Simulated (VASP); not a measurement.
# AlN (R3m) in VASP: a series of runs

AlN is run at these levels: PBEsol; tasks: single point.

Program: VASP 6.6.1. These are calculated values, not measurements. Logs are shortened: lines on timing, memory, paths and dates and some standing lists are left out, and cuts for length are marked.

## (1) The cell of the first run

It takes space group R3m (No. 160, trigonal). The conventional cell has a = 2.588 Å, b = 2.588 Å, c = 10.776 Å, α = 90.00°, β = 90.00°, γ = 120.00°. Al (site symmetry 3m) has 3 N at 1.74 Å within 2.3 Å. N (site symmetry 3m) has 3 Al at 1.74 Å within 2.3 Å.

## (2) Single point, PBEsol

INCAR reads:

```
SYSTEM = AlN
ALGO = Normal
EDIFF = 1E-6
ENCUT = 910
GGA = PS
GGA_COMPAT = .FALSE.
ISIF = 2
ISMEAR = 0
LASPH = .TRUE.
LCHARG = .FALSE.
LREAL = .FALSE.
LWAVE = .FALSE.
NBANDS = 11
NELM = 120
PREC = Accurate
SIGMA = 0.05
```

KPOINTS reads:

```
k-points
0
G
  10 10 10
  0 0 0
```

POSCAR reads:

```
AlN
1.0
    0.8539684525      2.6839008507      2.6839008507
    2.6839008507      0.8539684525      2.6839008507
    2.6839008507      2.6839008507      0.8539684525
Al N
1 1
Direct
    0.0000000000      0.0000000000      0.0000000000
    0.7500000000      0.7500000000      0.7500000000
```

Potentials or basis: VASP PAW PBE potentials, release 64 (Al, N_h).

Launch:

```
> cat potpaw_PBE.64/Al/POTCAR potpaw_PBE.64/N_h/POTCAR > POTCAR
> mpirun -np 1 vasp_std > vasp.out
```

OUTCAR:

```text
SYSTEM = AlN
   EDIFF = 1E-6
   ENCUT = 910
   GGA = PS
   ISIF = 2
   ISMEAR = 0
   LASPH = .TRUE.
   LREAL = .FALSE.
   NELM = 120
   PREC = Accurate

 ion  position               nearest neighbor table
   1  0.000  0.000  0.000-   2 1.74   2 1.74   2 1.74
   2  0.750  0.750  0.750-   1 1.74   1 1.74   1 1.74

  LATTYP: Found a trigonal (rhomboedric) cell.
 ALAT       =     3.8904896441
 COS(alpha) =     0.7787610619

  Lattice vectors:

 A1 = (   0.8539684525,   2.6839008507,   2.6839008507)
 A2 = (   2.6839008507,   0.8539684525,   2.6839008507)
 A3 = (   2.6839008507,   2.6839008507,   0.8539684525)

Analysis of symmetry for initial positions (statically):
=====================================================================
 Subroutine PRICEL returns:
 Original cell was already a primitive cell.

 Routine SETGRP: Setting up the symmetry group for a
 trigonal (rhombohedral) supercell.

 Subroutine GETGRP returns: Found  6 space group operations
 (whereof  6 operations were pure point group operations)
 out of a pool of 12 trial point group operations.

The static configuration has the point symmetry C_3v.

Analysis of symmetry for dynamics (positions and initial velocities):
=====================================================================
 Subroutine PRICEL returns:
 Original cell was already a primitive cell.

 Routine SETGRP: Setting up the symmetry group for a
 trigonal (rhombohedral) supercell.

 Subroutine GETGRP returns: Found  6 space group operations
 (whereof  6 operations were pure point group operations)
 out of a pool of 12 trial point group operations.

The dynamic configuration has the point symmetry C_3v.

 Subroutine INISYM returns: Found  6 space group operations
 (whereof  6 operations are pure point group operations),
 and found     1 'primitive' translations

----------------------------------------------------------------------------------------

                                     Primitive cell

  volume of cell :      20.8345

  direct lattice vectors                    reciprocal lattice vectors
     0.853968452  2.683900851  2.683900851    -0.310736862  0.235731413  0.235731413
     2.683900851  0.853968452  2.683900851     0.235731413 -0.310736862  0.235731413
     2.683900851  2.683900851  0.853968452     0.235731413  0.235731413 -0.310736862

  length of vectors
     3.890489644  3.890489644  3.890489644     0.455736761  0.455736761  0.455736761

  position of ions in fractional coordinates (direct lattice)
     0.000000000  0.000000000  0.000000000
     0.750000000  0.750000000  0.750000000

  ion indices of the primitive-cell ions
   primitive index   ion index
                 1           1
                 2           2

----------------------------------------------------------------------------------------

 KPOINTS: k-points

Automatic generation of k-mesh.
 Grid dimensions read from file:
 generate k-points for:   10   10   10

 Generating k-lattice:

  Cartesian coordinates                     Fractional coordinates (reciprocal lattice)
    -0.031073686  0.023573141  0.023573141     0.100000000  0.000000000  0.000000000
     0.023573141 -0.031073686  0.023573141     0.000000000  0.100000000  0.000000000
     0.023573141  0.023573141 -0.031073686     0.000000000  0.000000000  0.100000000

  Length of vectors
     0.045573676  0.045573676  0.045573676

  Shift w.r.t. Gamma in fractional coordinates (k-lattice)
     0.000000000  0.000000000  0.000000000

 Subroutine IBZKPT returns following result:
 ===========================================

 Found    116 irreducible k-points:

 Following reciprocal coordinates:
            Coordinates               Weight
  0.000000  0.000000  0.000000      1.000000
  0.100000  0.000000  0.000000      6.000000
  0.200000  0.000000  0.000000      6.000000
  0.300000  0.000000  0.000000      6.000000
  0.400000  0.000000  0.000000      6.000000
  0.500000 -0.000000 -0.000000      3.000000
[... 16 lines left out ...]
  0.300000  0.300000  0.000000      6.000000
  0.400000  0.300000  0.000000     12.000000
 [... further k-points ...]
   k-points           NKPTS =    116   k-points in BZ     NKDIM =    116   number of bands    NBANDS=     11
   number of dos      NEDOS =    301   number of ions     NIONS =      2
   total plane-waves  NPLWV =  64000
   dimension x,y,z NGX =    40 NGY =   40 NGZ =   40
   dimension x,y,z NGXF=    80 NGYF=   80 NGZF=   80
   ions per type =               1   1
   NGX,Y,Z   is equivalent  to a cutoff of  17.09, 17.09, 17.09 a.u.
   NGXF,Y,Z  is equivalent  to a cutoff of  34.19, 34.19, 34.19 a.u.
 SYSTEM =  AlN
   PREC   = accura    normal or accurate (medium, high low for compatibility)
   ISTART =      0    job   : 0-new  1-cont  2-samecut
   ICHARG =      2    charge: 1-file 2-atom 10-const
   ISPIN  =      1    spin polarized calculation?
   LNONCOLLINEAR =      F non collinear calculations
   LSORBIT =      F    spin-orbit coupling
   LASPH  =      T    aspherical Exc in radial PAW
   ENCUT  =  910.0 eV  66.88 Ry    8.18 a.u.   9.57  9.57  9.57*2*pi/ulx,y,z
   NELM   =    120;   NELMIN=  2; NELMDL= -5     # of ELM steps
   EDIFF  = 0.1E-05   stopping-criterion for ELM
   LREAL  =      F    real-space projection
   EDIFFG = 0.1E-04   stopping-criterion for IOM
   NSW    =      0    number of steps for IOM
   IBRION =     -1    ionic relax: 0-MD 1-quasi-New 2-CG
   NFREE  =      0    steps in history (QN), initial steepest desc. (CG)
   ISIF   =      2    stress and relaxation
   ISYM   =      2    0-nonsym 1-usesym 2-fastsym
   POTIM  = 0.5000    time-step for ionic-motion
   TEBEG  =    0.0;   TEEND  =   0.0 temperature during run
   PSTRESS=    0.0 pullay stress
   NELECT =       8.0000    total number of electrons
   NUPDOWN=      -1.0000    fix difference up-down
   EMIN   =  10.00;   EMAX   =-10.00  energy-range for DOS
   EFERMI =   0.00;   METHOD = LEGACY
   ISMEAR =     0;   SIGMA  =   0.05  broadening in eV -4-tet -1-fermi 0-gaus
   EFERMI_NEDOS =   21; number of points for ismear=-14 and -15
   IALGO  =     38    algorithm
   IMIX   =      4    mixing-type and parameters
     AMIX     =   0.40;   BMIX     =  1.00
     AMIX_MAG =   1.60;   BMIX_MAG =  1.00
  volume/ion in A,a.u.               =      10.42        70.30
  Fermi-wavevector in a.u.,A,eV,Ry     =   1.189899  2.248583 19.263943  1.415860
  Thomas-Fermi vector in A             =   2.325996
   LORBIT       =      0    0 simple, 1 ext, 2 COOP (PROOUT), +10 PAW based schemes
   GGA     = PS    functional components
   LHFCALC =     F    Hartree Fock is set to
   AEXX    =    0.0000 exact exchange contribution
   IVDW    =     0    specifies the selected vdW correction
   LEPSILON=     F    determine dielectric tensor
   LRPA    =     F    only Hartree local field effects (RPA)
 non-spin polarized calculation
 Gauss-broadening in eV      SIGMA  =   0.05
  energy-cutoff  :      910.00
  volume of cell :       20.83
 maximum number of plane-waves:      1317
 NGX is ok and might be reduce to    40

 number of electron       8.0000000 magnetization

 Free energy of the ion-electron system (eV)
  ---------------------------------------------------
  ext. energy  EPLUGINS =         0.00000000
  ---------------------------------------------------
  free energy    TOTEN  =       -11.53265405 eV

  energy without entropy =      -11.53156960  energy(sigma->0) =      -11.53211182

 E-fermi :   7.5295     XC(G=0): -11.0703

 val. band max:        7.5023298244   @ k =   0.3000   0.1000   0.1000
 cond. band min:       7.6404455062   @ k =   0.2000   0.2000   0.1000
 fundamental gap:      0.1381156818
 Fermi energy:         7.5295048906

 k-point     1 :       0.0000    0.0000    0.0000
  band No.  band energies     occupation
      1      -9.5469      2.00000
      2       2.8790      2.00000
      3       4.7753      2.00000
      4       8.0319      0.00000
      5       8.0319      0.00000
      6      19.7152      0.00000
      7      22.1662      0.00000
      8      24.0654      0.00000
      9      24.0654      0.00000
     10      26.1924      0.00000
     11      26.1924      0.00000

 k-point     2 :       0.1000    0.0000    0.0000
  band No.  band energies     occupation
      1      -9.3340      2.00000
      2       2.9435      2.00000
      3       5.0349      2.00000
      4       7.3943      1.99987
      5       7.8756      0.00000
      6      19.4329      0.00000
      7      21.7870      0.00000
      8      23.3907      0.00000
      9      23.6953      0.00000
     10      25.2770      0.00000
     11      26.2374      0.00000

 k-point     3 :       0.2000    0.0000    0.0000
  band No.  band energies     occupation
      1      -8.7208      2.00000
      2       3.1622      2.00000
      3       4.9522      2.00000
      4       6.7216      2.00000
      5       7.4935      1.69214
      6      17.4880      0.00000
      7      21.0184      0.00000
      8      22.3253      0.00000
      9      22.5316      0.00000
     10      25.0018      0.00000
     11      27.6176      0.00000

 k-point     4 :       0.3000    0.0000    0.0000
  band No.  band energies     occupation
      1      -7.8017      2.00000
      2       2.7593      2.00000
      3       4.1421      2.00000
      4       7.0652      2.00000
      5       7.7264      0.00000
      6      14.9902      0.00000
      7      18.8777      0.00000
      8      21.4241      0.00000
      9      22.0982      0.00000
     10      25.5865      0.00000
     11      26.9215      0.00000
[... 239 lines left out ...]
 k-point    22 :      -0.2000    0.2000    0.0000
  band No.  band energies     occupation
      1      -7.3438      2.00000
      2       2.7151      2.00000
      3       4.5944      2.00000
      4       5.8033      2.00000
      5       7.9345      0.00000
      6      14.6926      0.00000
      7      16.7878      0.00000
      8      20.5993      0.00000
      9      24.0893      0.00000
     10      24.6288      0.00000
     11      28.3456      0.00000

 k-point    23 :       0.3000    0.3000    0.0000
  band No.  band energies     occupation
      1      -7.7201      2.00000
      2       2.6366      2.00000
      3       3.4525      2.00000
      4       6.9960      2.00000
      5       8.6750      0.00000
      6      14.6326      0.00000
      7      19.0156      0.00000
      8      22.1485      0.00000
      9      22.4621      0.00000
     10      25.4362      0.00000
     11      28.2227      0.00000

 k-point    24 :       0.4000    0.3000    0.0000
  band No.  band energies     occupation
      1      -7.0884      2.00000
      2       2.2545      2.00000
      3       3.4121      2.00000
      4       6.2097      2.00000
      5       9.1015      0.00000
      6      14.1345      0.00000
      7      18.1432      0.00000
      8      21.6642      0.00000
      9      22.1275      0.00000
     10      25.3220      0.00000
     11      28.3421      0.00000

 [... further k-points ...]
[... 5 lines left out ...]
  --------------------------------------------------------------------------------------
  -------------------------------------------------------------------------------------
  Total        7.0340293      7.0340293      7.0340293     -5.6719033     -5.6719033     -5.6719033
  in kB      540.9170848    540.9170848    540.9170848   -436.1695526   -436.1695526   -436.1695526
  external PRESSURE =     540.9170848 kB  Pullay stress =       0.0000000 kB

 VOLUME and BASIS-vectors are now :
 -----------------------------------------------------------------------------
  energy-cutoff  :      910.00
  volume of cell :       20.83
      direct lattice vectors                 reciprocal lattice vectors
     0.853968452  2.683900851  2.683900851    -0.310736862  0.235731413  0.235731413
     2.683900851  0.853968452  2.683900851     0.235731413 -0.310736862  0.235731413
     2.683900851  2.683900851  0.853968452     0.235731413  0.235731413 -0.310736862

 POSITION                                       TOTAL-FORCE (eV/Angst)
 -----------------------------------------------------------------------------------
      0.00000      0.00000      0.00000        -0.245952     -0.245952     -0.245952
      4.66633      4.66633      4.66633         0.245952      0.245952      0.245952
 -----------------------------------------------------------------------------------
    total drift:                                0.000115      0.000115      0.000115

  FREE ENERGIE OF THE ION-ELECTRON SYSTEM (eV)
  ---------------------------------------------------
  free  energy   TOTEN  =       -11.5326540465 eV

  energy  without entropy=      -11.5315695981  energy(sigma->0) =      -11.53211182
```

Run time: 43 s. Hardware: 1 thread of Intel Xeon 6975P-C (Granite Rapids), shared host; peak memory 0.26 GiB.

What came out:

- Free energy: -11.5327 eV
- Pressure: 54.1 GPa
- Largest force: 0.426 eV/Å
- Band gap on the k mesh: zero (band 4 reaches 8.03 eV, above the bottom of band 5 at 7.05 eV)

Forces on the atoms (eV/Å):
```
Al  -0.246 -0.246 -0.246
N    0.246  0.246  0.246
```

Caveat: the cutoff is under 1.25 times the usual one of these potentials, so pressure, stress and relaxed cells hold a basis-set (Pulay) error; the PAW data sets were made with another functional, which shifts forces and pressure a little.

## (3) Single point, PBEsol

This run uses another cell than the first one, of the same volume but with other edges.

INCAR reads:

```
PREC = Accurate
ENCUT = 910
EDIFF = 1E-6
ISMEAR = 0
SIGMA = 0.05
LREAL = F
LASPH = T
NELM = 120
ALGO = Normal
ISIF = 2
LWAVE = F
LCHARG = F
GGA = PS
NBANDS = 11
GGA_COMPAT = F
```

KPOINTS reads:

```
Automatic mesh
0
Gamma
  10 10 10
```

POSCAR reads:

```
AlN
1.0
    0.5323585663      2.4800118576      2.4800118576
    2.4800118576      0.5323585663      2.4800118576
    2.4800118576      2.4800118576      0.5323585663
Al N
1 1
Direct
    0.0000000000      0.0000000000      0.0000000000
    0.7500000000      0.7500000000      0.7500000000
```

Potentials or basis: VASP PAW PBE potentials, release 64 (Al, N_h).

Launch:

```
> cat potpaw_PBE.64/Al/POTCAR potpaw_PBE.64/N_h/POTCAR > POTCAR
> mpirun -np 1 vasp_std > vasp.out
```

OUTCAR:

```text
PREC = Accurate
   ENCUT = 910
   EDIFF = 1E-6
   ISMEAR = 0
   LREAL = F
   LASPH = T
   NELM = 120
   ISIF = 2
   GGA = PS

 ion  position               nearest neighbor table
   1  0.000  0.000  0.000-   2 1.78   2 1.78   2 1.78   2 2.38
   2  0.750  0.750  0.750-   1 1.78   1 1.78   1 1.78   1 2.38

  LATTYP: Found a trigonal (rhomboedric) cell.
 ALAT       =     3.5474389735
 COS(alpha) =     0.6985651702

  Lattice vectors:

 A1 = (   0.5323585663,   2.4800118576,   2.4800118576)
 A2 = (   2.4800118576,   0.5323585663,   2.4800118576)
 A3 = (   2.4800118576,   2.4800118576,   0.5323585663)

Analysis of symmetry for initial positions (statically):
=====================================================================
 Subroutine PRICEL returns:
 Original cell was already a primitive cell.

 Routine SETGRP: Setting up the symmetry group for a
 trigonal (rhombohedral) supercell.

 Subroutine GETGRP returns: Found  6 space group operations
 (whereof  6 operations were pure point group operations)
 out of a pool of 12 trial point group operations.

[... 165 lines left out ...]
 cond. band min:       7.7467111609   @ k =   0.1000  -0.0000  -0.0000
 fundamental gap:      0.4265583600
 Fermi energy:         7.3560284918

 k-point     1 :       0.0000    0.0000    0.0000
  band No.  band energies     occupation
      1      -8.9700      2.00000
      2       4.4579      2.00000
      3       6.9293      2.00000
      4       7.3202      1.68976
      5       7.3202      1.68976
      6      18.1770      0.00000
      7      22.2686      0.00000
      8      22.2686      0.00000
      9      23.0253      0.00000
     10      24.6212      0.00000
     11      24.6212      0.00000
[... 309 lines left out ...]
 k-point    24 :       0.4000    0.3000   -0.0000
  band No.  band energies     occupation
      1      -6.7534      2.00000
      2       2.2673      2.00000
      3       3.8757      2.00000
      4       5.6829      2.00000
      5      10.0474      0.00000
      6      15.4158      0.00000
      7      17.4843      0.00000
      8      21.2355      0.00000
      9      22.3871      0.00000
     10      25.8414      0.00000
     11      28.2928      0.00000

 [... further k-points ...]
[... 5 lines left out ...]
  --------------------------------------------------------------------------------------
  -------------------------------------------------------------------------------------
  Total        3.6171302      3.6171302      3.6171302     -5.2774960     -5.2774960     -5.2774960
  in kB      278.1574289    278.1574289    278.1574289   -405.8396145   -405.8396145   -405.8396145
  external PRESSURE =     278.1574289 kB  Pullay stress =       0.0000000 kB

 VOLUME and BASIS-vectors are now :
 -----------------------------------------------------------------------------
  energy-cutoff  :      910.00
  volume of cell :       20.83
      direct lattice vectors                 reciprocal lattice vectors
     0.532358566  2.480011858  2.480011858    -0.281602151  0.231836254  0.231836254
     2.480011858  0.532358566  2.480011858     0.231836254 -0.281602151  0.231836254
     2.480011858  2.480011858  0.532358566     0.231836254  0.231836254 -0.281602151

 POSITION                                       TOTAL-FORCE (eV/Angst)
 -----------------------------------------------------------------------------------
      0.00000      0.00000      0.00000        -0.097701     -0.097701     -0.097701
      4.11929      4.11929      4.11929         0.097701      0.097701      0.097701
 -----------------------------------------------------------------------------------
    total drift:                                0.000173      0.000173      0.000173

  FREE ENERGIE OF THE ION-ELECTRON SYSTEM (eV)
  ---------------------------------------------------
  free  energy   TOTEN  =       -13.6336425584 eV

  energy  without entropy=      -13.6335168524  energy(sigma->0) =      -13.63357971
```

stdout:

```text
POSCAR found type information on POSCAR AlN
 POSCAR found :  2 types and       2 ions
 scaLAPACK will be used
 -----------------------------------------------------------------------------
|                                                                             |
|                                                                             |
|     You enforced a specific xc type in the INCAR file but a different       |
|     I HOPE YOU KNOW WHAT YOU ARE DOING!                                     |
|                                                                             |
 -----------------------------------------------------------------------------

 LDA part: xc-table for (Slater+PW92), standard interpolation
 POSCAR, INCAR and KPOINTS ok, starting setup
 FFT: planning ... GRIDC
 FFT: planning ... GRID_SOFT
 FFT: planning ... GRID
 WAVECAR not read
 entering main loop
```

Wall time 42 s (1 thread of Intel Xeon Platinum 8488C (Sapphire Rapids), shared host); peak memory 0.22 GiB.

What came out:

```yaml
Free_energy: -13.6336 eV
Pressure: 27.8 GPa
Largest_force: 0.169 eV/Å
Band_gap_on_the_k_mesh: zero (filled and empty bands touch)
```

Forces in eV/Å, atoms in the order of the input:
```
Al  -0.098 -0.098 -0.098
N    0.098  0.098  0.098
```

Levels at points of the mesh, in eV from the Fermi level:
```
           k point  band 1  band 2  band 3  band 4  band 5  band 6  band 7  band 8  band 9
(0.00, 0.00, 0.00)  -16.33   -2.90   -0.43   -0.04   -0.04   10.82   14.91   14.91   15.67
(0.50, 0.00, 0.00)  -13.62   -6.73   -2.17   -1.13    3.94    5.83    9.79   11.70   15.05
(0.50, 0.50, 0.00)  -13.38   -6.13   -3.52   -1.44    1.34    8.74    9.34   14.41   16.51
(0.50, 0.50, 0.50)  -15.45   -7.85   -0.11   -0.11    6.27    9.92   13.84   13.84   15.98
```

Caveat: the cutoff is under 1.25 times the usual one of these potentials, so pressure, stress and relaxed cells hold a basis-set (Pulay) error; the PAW data sets were made with another functional, which shifts forces and pressure a little.
